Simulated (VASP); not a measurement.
# Sr (I4/mmm) in VASP: further runs

Runs on Sr. Level: PBEsol. Tasks: single point.

Everything below comes from runs of VASP 6.6.1. Logs are shortened: lines on timing, memory, paths and dates and some standing lists are left out, and cuts for length are marked.

**1. The cell of the first run**

The structure is tetragonal, space group I4/mmm (No. 139). Conventional cell: a = 4.267 Å, b = 4.267 Å, c = 5.744 Å, α = 90.00°, β = 90.00°, γ = 90.00°. Sr (site symmetry 4/mmm) has 12 Sr at 4.17 to 4.27 Å within 5.5 Å.

**2. Single point, PBEsol (biaxial strain in the a-b plane: +2.0 %, then relaxed in part)**

Contents of INCAR:

```
PREC = Accurate
ENCUT = 520
EDIFF = 1E-7
ISMEAR = 0
SIGMA = 0.1
LREAL = F
LASPH = T
NELM = 80
ALGO = Fast
ISIF = 2
LWAVE = F
LCHARG = T
GGA = PS
LELF = T
LVHAR = T
NBANDS = 17
```

Contents of KPOINTS:

```
Automatic mesh
0
Gamma
  12 12 10
```

Contents of POSCAR:

```
Sr
1.0
    3.0170777871      3.0170777871      0.0000000000
   -3.0170777871      3.0170777871      0.0000000000
    0.0000000000      0.0000000000      5.7444198261
Sr
2
Direct
    0.0000000000      0.0000000000      0.0000000000
    0.5000000000      0.5000000000      0.5000000000
```

Potentials or basis: VASP PAW PBE potentials, release 64 (Sr_sv).

Command:

```console
$ cat potpaw_PBE.64/Sr_sv/POTCAR > POTCAR
$ mpirun -np 1 vasp_std > vasp.out
```

OUTCAR:

```text
PREC = Accurate
   ENCUT = 520
   EDIFF = 1E-7
   ISMEAR = 0
   LREAL = F
   LASPH = T
   NELM = 80
   ISIF = 2
   GGA = PS

 ion  position               nearest neighbor table
   1  0.000  0.000  0.000-   2 4.17   2 4.17   2 4.17   2 4.17   2 4.17   2 4.17   2 4.17   2 4.17

   2  0.500  0.500  0.500-   1 4.17   1 4.17   1 4.17   1 4.17   1 4.17   1 4.17   1 4.17   1 4.17

  LATTYP: Found a simple tetragonal cell.
 ALAT       =     4.2667923253
 C/A-ratio  =     1.3463087463

  Lattice vectors:

 A1 = (   3.0170777871,   3.0170777871,   0.0000000000)
 A2 = (  -3.0170777871,   3.0170777871,   0.0000000000)
 A3 = (   0.0000000000,   0.0000000000,   5.7444198261)

Analysis of symmetry for initial positions (statically):
=====================================================================
 Subroutine PRICEL returns following result:

  LATTYP: Found a body centered tetragonal cell.
 ALAT       =     4.2667923253
 C/A-ratio  =     1.3463087463

  Lattice vectors:

 A1 = (   0.0000000000,  -3.0170777871,  -2.8722099131)
 A2 = (   0.0000000000,   3.0170777871,  -2.8722099130)
 A3 = (   3.0170777871,   0.0000000000,   2.8722099130)

   2 primitive cells build up your supercell.

 Routine SETGRP: Setting up the symmetry group for a
 simple tetragonal supercell.

 Subroutine GETGRP returns: Found 16 space group operations
 (whereof 16 operations were pure point group operations)
 out of a pool of 16 trial point group operations.

The static configuration has the point symmetry D_4h.

Analysis of symmetry for dynamics (positions and initial velocities):
=====================================================================
 Subroutine PRICEL returns following result:

  LATTYP: Found a body centered tetragonal cell.
 ALAT       =     4.2667923253
 C/A-ratio  =     1.3463087463

  Lattice vectors:

 A1 = (   0.0000000000,  -3.0170777871,  -2.8722099131)
 A2 = (   0.0000000000,   3.0170777871,  -2.8722099130)
 A3 = (   3.0170777871,   0.0000000000,   2.8722099130)

   2 primitive cells build up your supercell.

 Routine SETGRP: Setting up the symmetry group for a
 simple tetragonal supercell.

[... 95 lines left out ...]
   ICHARG =      2    charge: 1-file 2-atom 10-const
   ISPIN  =      1    spin polarized calculation?
   LNONCOLLINEAR =      F non collinear calculations
   LSORBIT =      F    spin-orbit coupling
   LASPH  =      T    aspherical Exc in radial PAW
   ENCUT  =  520.0 eV  38.22 Ry    6.18 a.u.   7.93  7.93 10.68*2*pi/ulx,y,z
   NELM   =     80;   NELMIN=  2; NELMDL= -5     # of ELM steps
   EDIFF  = 0.1E-06   stopping-criterion for ELM
   LREAL  =      F    real-space projection
   EDIFFG = 0.1E-05   stopping-criterion for IOM
   NSW    =      0    number of steps for IOM
   IBRION =     -1    ionic relax: 0-MD 1-quasi-New 2-CG
   NFREE  =      0    steps in history (QN), initial steepest desc. (CG)
   ISIF   =      2    stress and relaxation
   ISYM   =      2    0-nonsym 1-usesym 2-fastsym
   POTIM  = 0.5000    time-step for ionic-motion
   TEBEG  =    0.0;   TEEND  =   0.0 temperature during run
   PSTRESS=    0.0 pullay stress
   NELECT =      20.0000    total number of electrons
   NUPDOWN=      -1.0000    fix difference up-down
   EMIN   =  10.00;   EMAX   =-10.00  energy-range for DOS
   EFERMI =   0.00;   METHOD = LEGACY
   ISMEAR =     0;   SIGMA  =   0.10  broadening in eV -4-tet -1-fermi 0-gaus
   EFERMI_NEDOS =   21; number of points for ismear=-14 and -15
   IALGO  =     68    algorithm
   IMIX   =      4    mixing-type and parameters
     AMIX     =   0.40;   BMIX     =  1.00
     AMIX_MAG =   1.60;   BMIX_MAG =  1.00
  volume/ion in A,a.u.               =      52.29       352.87
  Fermi-wavevector in a.u.,A,eV,Ry     =   0.943196  1.782381 12.103987  0.889618
  Thomas-Fermi vector in A             =   2.070879
   LORBIT       =      0    0 simple, 1 ext, 2 COOP (PROOUT), +10 PAW based schemes
   GGA     = PS    functional components
   LHFCALC =     F    Hartree Fock is set to
   AEXX    =    0.0000 exact exchange contribution
   IVDW    =     0    specifies the selected vdW correction
   LEPSILON=     F    determine dielectric tensor
   LRPA    =     F    only Hartree local field effects (RPA)
 non-spin polarized calculation
 RMM-DIIS sequential band-by-band and
 Gauss-broadening in eV      SIGMA  =   0.10
  energy-cutoff  :      520.00
  volume of cell :      104.58
 maximum number of plane-waves:      2840
 NGX is ok and might be reduce to    32
   NGX = 15   NGY = 15   NGZ = 21

 number of electron      19.9999999 magnetization

 Free energy of the ion-electron system (eV)
  ---------------------------------------------------
  ext. energy  EPLUGINS =         0.00000000
  ---------------------------------------------------
  free energy    TOTEN  =        -3.68437861 eV

  energy without entropy =       -3.67338149  energy(sigma->0) =       -3.67888005

 E-fermi :   1.6868     XC(G=0):  -7.5893

 val. band max:        1.6864935792   @ k =   0.2500   0.2500   0.0000
 cond. band min:       1.6877452231   @ k =   0.3333   0.0833   0.2000
 fundamental gap:      0.0012516439
 Fermi energy:         1.6868036996

 k-point     1 :       0.0000    0.0000    0.0000
  band No.  band energies     occupation
      1     -34.7721      2.00000
      2     -34.7458      2.00000
      3     -16.8850      2.00000
      4     -16.7649      2.00000
      5     -16.7649      2.00000
      6     -16.6655      2.00000
[... 457 lines left out ...]
      4     -16.8566      2.00000
      5     -16.7693      2.00000
      6     -16.7400      2.00000
[... 9 lines left out ...]
     16       5.6490      0.00000
     17       5.8714      0.00000

 [... further k-points ...]

------------------------ aborting loop because EDIFF is reached ----------------------------------------

  FORCE on cell =-STRESS in cart. coord.  units (eV):
  Direction    XX          YY          ZZ          XY          YZ          ZX
  --------------------------------------------------------------------------------------
  -------------------------------------------------------------------------------------
  Total       -0.0959004     -0.0959004      0.0083296      0.0000000      0.0000000      0.0000000
  in kB       -1.4692037     -1.4692037      0.1276099      0.0000000      0.0000000      0.0000000
  external PRESSURE =      -0.9369325 kB  Pullay stress =       0.0000000 kB

 VOLUME and BASIS-vectors are now :
 -----------------------------------------------------------------------------
  energy-cutoff  :      520.00
  volume of cell :      104.58
      direct lattice vectors                 reciprocal lattice vectors
     3.017077787  3.017077787  0.000000000     0.165723271  0.165723271  0.000000000
    -3.017077787  3.017077787  0.000000000    -0.165723271  0.165723271  0.000000000
     0.000000000  0.000000000  5.744419826     0.000000000  0.000000000  0.174081984

 POSITION                                       TOTAL-FORCE (eV/Angst)
 -----------------------------------------------------------------------------------
      0.00000      0.00000      0.00000        -0.000000     -0.000000      0.000000
      0.00000      3.01708      2.87221         0.000000      0.000000     -0.000000
 -----------------------------------------------------------------------------------
    total drift:                               -0.000000      0.000000     -0.000000

  FREE ENERGIE OF THE ION-ELECTRON SYSTEM (eV)
  ---------------------------------------------------
  free  energy   TOTEN  =        -3.6843786057 eV

  energy  without entropy=       -3.6733814896  energy(sigma->0) =       -3.67888005
```

stdout:

```text
POSCAR found type information on POSCAR Sr
[... 35 lines left out ...]
 num prob  num prob  num prob  num prob  num prob  num prob  num prob  num prob  num prob  num prob  num prob  num prob WARNING in EDDRMM: call to ZHEGV failed, returncode =   8  4     13
 num prob  num prob  num prob  num prob  num prob  num prob  num prob  num prob WARNING in EDDRMM: call to ZHEGV failed, returncode =   6  3     13
 num prob  num prob  num prob  num prob  num prob  num prob  num prob  num prob  num prob  num prob  num prob  num prob  num prob  num prob  num prob  num prob  num prob  num prob  num prob  num prob  num prob  num prob  num prob RMM:  18    -0.368437860567E+01    0.35276E-07   -0.10758E-07  4660   0.121E-03
```

It took 3.4 min on 1 thread of AMD EPYC 9R45 (Zen 5), shared host; peak memory 0.36 GiB.

What came out:

```
Free energy            : -3.6844 eV
Pressure               : -0.1 GPa
Band gap on the k mesh : zero (bands 10 and 11 overlap by 0.06 eV)
```

Levels at points of the mesh, in eV from the Fermi level:
| k point | band 8 | band 9 | band 10 | band 11 | band 12 | band 13 |
| --- | --- | --- | --- | --- | --- | --- |
| (0.00, 0.00, 0.00) | -18.35 | -3.75 | -0.64 | 0.19 | 1.46 | 2.29 |
| (0.50, 0.00, 0.00) | -18.39 | -1.44 | -1.44 | 0.99 | 0.99 | 1.23 |
| (0.50, 0.50, 0.00) | -18.42 | -0.76 | -0.76 | 0.32 | 0.32 | 1.01 |
| (0.00, 0.00, 0.50) | -18.40 | -2.37 | -2.37 | 1.08 | 1.08 | 2.35 |
| (0.50, 0.00, 0.50) | -18.37 | -1.18 | -1.18 | 0.13 | 0.13 | 2.03 |
| (0.50, 0.50, 0.50) | -18.44 | 0.06 | 0.06 | 0.58 | 0.58 | 0.58 |

Caveat: the cell differs from its parent crystal (biaxial strain in the a-b plane: +2.0 %, then relaxed in part); the PAW data sets were made with another functional, which shifts forces and pressure a little.

**3. Single point, PBEsol (biaxial strain in the a-b plane: +3.0 %, then relaxed in part)**

Contents of INCAR:

```
ALGO = Fast
EDIFF = 1E-6
ENCUT = 520
GGA = PS
ISIF = 2
ISMEAR = 0
LASPH = True
LCHARG = False
LREAL = False
LWAVE = False
NBANDS = 17
NELM = 60
PREC = Accurate
SIGMA = 0.1
```

Contents of KPOINTS:

```
k-points
0
Gamma
  12 12 10
```

Contents of POSCAR:

```
Sr
1.0
    3.0466569811      3.0466569811      0.0000000000
   -3.0466569811      3.0466569811      0.0000000000
    0.0000000000      0.0000000000      5.6470151600
Sr
2
Direct
    0.0000000000      0.0000000000      0.0000000000
    0.5000000000      0.5000000000      0.5000000000
```

Potentials or basis: VASP PAW PBE potentials, release 64 (Sr_sv).

Command:

```console
$ cat potpaw_PBE.64/Sr_sv/POTCAR > POTCAR
$ mpirun -np 1 vasp_std > vasp.out
```

OUTCAR:

```text
EDIFF = 1E-6
   ENCUT = 520
   GGA = PS
   ISIF = 2
   ISMEAR = 0
   LASPH = True
   LREAL = False
   NELM = 60
   PREC = Accurate

 ion  position               nearest neighbor table
   1  0.000  0.000  0.000-   2 4.15   2 4.15   2 4.15   2 4.15   2 4.15   2 4.15   2 4.15   2 4.15

   2  0.500  0.500  0.500-   1 4.15   1 4.15   1 4.15   1 4.15   1 4.15   1 4.15   1 4.15   1 4.15

  LATTYP: Found a simple tetragonal cell.
 ALAT       =     4.3086236226
 C/A-ratio  =     1.3106308777

  Lattice vectors:

 A1 = (   3.0466569811,   3.0466569811,   0.0000000000)
 A2 = (  -3.0466569811,   3.0466569811,   0.0000000000)
 A3 = (   0.0000000000,   0.0000000000,   5.6470151600)

Analysis of symmetry for initial positions (statically):
=====================================================================
 Subroutine PRICEL returns following result:

  LATTYP: Found a body centered tetragonal cell.
 ALAT       =     4.3086236226
 C/A-ratio  =     1.3106308777

  Lattice vectors:

 A1 = (   0.0000000000,  -3.0466569811,  -2.8235075800)
 A2 = (   0.0000000000,   3.0466569811,  -2.8235075800)
[... 181 lines left out ...]
  energy without entropy =       -3.67074298  energy(sigma->0) =       -3.67636537

 E-fermi :   1.6807     XC(G=0):  -7.5816

 val. band max:        1.6797445358   @ k =   0.2500   0.2500   0.1000
 cond. band min:       1.6905927926   @ k =   0.3333   0.1667   0.2000
 fundamental gap:      0.0108482568
 Fermi energy:         1.6806915315

 k-point     1 :       0.0000    0.0000    0.0000
  band No.  band energies     occupation
      1     -34.7859      2.00000
      2     -34.7586      2.00000
      3     -16.8949      2.00000
      4     -16.7864      2.00000
      5     -16.7864      2.00000
      6     -16.6804      2.00000
[... 457 lines left out ...]
      4     -16.8702      2.00000
      5     -16.7821      2.00000
      6     -16.7531      2.00000
[... 9 lines left out ...]
     16       5.6371      0.00000
     17       5.9115      0.00000

 [... further k-points ...]

------------------------ aborting loop because EDIFF is reached ----------------------------------------

  FORCE on cell =-STRESS in cart. coord.  units (eV):
  Direction    XX          YY          ZZ          XY          YZ          ZX
  --------------------------------------------------------------------------------------
  -------------------------------------------------------------------------------------
  Total       -0.1334445     -0.1334445      0.0061596      0.0000000     -0.0000000     -0.0000000
  in kB       -2.0394598     -2.0394598      0.0941388      0.0000000     -0.0000000     -0.0000000
  external PRESSURE =      -1.3282602 kB  Pullay stress =       0.0000000 kB

 VOLUME and BASIS-vectors are now :
 -----------------------------------------------------------------------------
  energy-cutoff  :      520.00
  volume of cell :      104.83
      direct lattice vectors                 reciprocal lattice vectors
     3.046656981  3.046656981  0.000000000     0.164114307  0.164114307  0.000000000
    -3.046656981  3.046656981  0.000000000    -0.164114307  0.164114307  0.000000000
     0.000000000  0.000000000  5.647015160     0.000000000  0.000000000  0.177084703

 POSITION                                       TOTAL-FORCE (eV/Angst)
 -----------------------------------------------------------------------------------
      0.00000      0.00000      0.00000        -0.000000      0.000000     -0.000000
      0.00000      3.04666      2.82351         0.000000     -0.000000      0.000000
 -----------------------------------------------------------------------------------
    total drift:                               -0.000000      0.000000     -0.000000

  FREE ENERGIE OF THE ION-ELECTRON SYSTEM (eV)
  ---------------------------------------------------
  free  energy   TOTEN  =        -3.6819877529 eV

  energy  without entropy=       -3.6707429848  energy(sigma->0) =       -3.67636537
```

OSZICAR:

```text
N       E                     dE             d eps       ncg     rms          rms(c)
DAV:   1     0.101369073669E+03    0.10137E+03   -0.92902E+03  5712   0.101E+03
DAV:   2     0.324063285459E+01   -0.98128E+02   -0.96606E+02  7290   0.220E+02
DAV:   3    -0.354255051835E+01   -0.67832E+01   -0.67629E+01 10541   0.415E+01
DAV:   4    -0.368804414051E+01   -0.14549E+00   -0.14540E+00  7480   0.517E+00
DAV:   5    -0.369160007453E+01   -0.35559E-02   -0.35555E-02  9345   0.635E-01    0.169E+01
RMM:   6    -0.368551929331E+01    0.60808E-02   -0.10797E-02  6143   0.113E+00    0.960E+00
RMM:   7    -0.368138342278E+01    0.41359E-02   -0.22439E-02  6672   0.164E+00    0.358E-01
RMM:   8    -0.368179006834E+01   -0.40665E-03   -0.76679E-03  7744   0.452E-01    0.112E-01
RMM:   9    -0.368192780295E+01   -0.13773E-03   -0.12464E-03  9221   0.139E-01    0.118E-01
RMM:  10    -0.368197375712E+01   -0.45954E-04   -0.43308E-04  8761   0.855E-02    0.200E-01
RMM:  11    -0.368198468714E+01   -0.10930E-04   -0.76725E-05  9083   0.371E-02    0.141E-02
RMM:  12    -0.368198703817E+01   -0.23510E-05   -0.39619E-05  8106   0.161E-02    0.136E-02
RMM:  13    -0.368198775295E+01   -0.71478E-06   -0.66683E-06  6935   0.982E-03
   1 F= -.36819878E+01 E0= -.36763654E+01  d E =-.112448E-01
```

stdout:

```text
POSCAR found type information on POSCAR Sr
 POSCAR found :  1 types and       2 ions
 scaLAPACK will be used
 -----------------------------------------------------------------------------
|                                                                             |
|                                                                             |
|     You enforced a specific xc type in the INCAR file but a different       |
|     I HOPE YOU KNOW WHAT YOU ARE DOING!                                     |
|                                                                             |
 -----------------------------------------------------------------------------

 LDA part: xc-table for (Slater+PW92), standard interpolation
 POSCAR, INCAR and KPOINTS ok, starting setup
 FFT: planning ... GRIDC
 FFT: planning ... GRID_SOFT
 FFT: planning ... GRID
 WAVECAR not read
 entering main loop
WARNING in EDDRMM: call to ZHEGV failed, returncode =   8  4      9
WARNING in EDDRMM: call to ZHEGV failed, returncode =   8  4     12
WARNING in EDDRMM: call to ZHEGV failed, returncode =   6  3     15
WARNING in EDDRMM: call to ZHEGV failed, returncode =   8  4     12
WARNING in EDDRMM: call to ZHEGV failed, returncode =   8  4     11
WARNING in EDDRMM: call to ZHEGV failed, returncode =   8  4     14
```

Run time: 2.3 min. Hardware: 1 thread of AMD EPYC 9R45 (Zen 5), shared host; peak memory 0.35 GiB.

Results:

```yaml
Free_energy: -3.6820 eV
Pressure: -0.1 GPa
Band_gap_on_the_k_mesh: zero (bands 10 and 11 overlap by 0.09 eV)
```

Levels at points of the mesh, in eV from the Fermi level:
| k point | band 8 | band 9 | band 10 | band 11 | band 12 | band 13 |
| --- | --- | --- | --- | --- | --- | --- |
| (0.00, 0.00, 0.00) | -18.35 | -3.75 | -0.59 | 0.15 | 1.62 | 2.25 |
| (0.50, 0.00, 0.00) | -18.41 | -1.47 | -1.47 | 1.07 | 1.07 | 1.23 |
| (0.50, 0.50, 0.00) | -18.42 | -0.79 | -0.79 | 0.36 | 0.36 | 0.93 |
| (0.00, 0.00, 0.50) | -18.41 | -2.33 | -2.33 | 1.08 | 1.08 | 2.47 |
| (0.50, 0.00, 0.50) | -18.37 | -1.18 | -1.18 | 0.13 | 0.13 | 1.93 |
| (0.50, 0.50, 0.50) | -18.45 | 0.08 | 0.08 | 0.55 | 0.55 | 0.55 |

Caveat: the cell differs from its parent crystal (biaxial strain in the a-b plane: +3.0 %, then relaxed in part); the PAW data sets were made with another functional, which shifts forces and pressure a little.
